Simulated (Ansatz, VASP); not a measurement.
Two plane-wave programs on W

```xyz
1
Lattice="-1.6082 1.6082 1.6082 1.6082 -1.6082 1.6082 1.6082 1.6082 -1.6082" Properties=species:S:1:pos:R:3 pbc="T T T"
W     0.0000    0.0000    0.0000
```

Alike in both runs: task single point; functional r2SCAN; k mesh 8 × 8 × 8; no spin polarisation.

|  | VASP | Ansatz |
| --- | --- | --- |
| version | VASP 6.6.1 | Ansatz 0.2.0 |
| potentials or method | VASP PAW PBE potentials, release 64 (W_sv), cutoff 520 eV | PAW plane waves |
| occupations | fermi-dirac, width 0.1 eV | fermi-dirac |
| valence electrons in the cell | 14 | 14 |

|  | VASP | Ansatz | Ansatz less VASP |
| --- | --- | --- | --- |
| gap on the k mesh at the Fermi level (eV) | none | none | - |
| pressure (GPa) | -12.0 | -12.9 | -0.99 |

VASP's potentials were made for PBE, not for r2SCAN. A gap of «none» marks a metal or a gap that the smearing closes.

Neither program's run includes spin-orbit coupling.
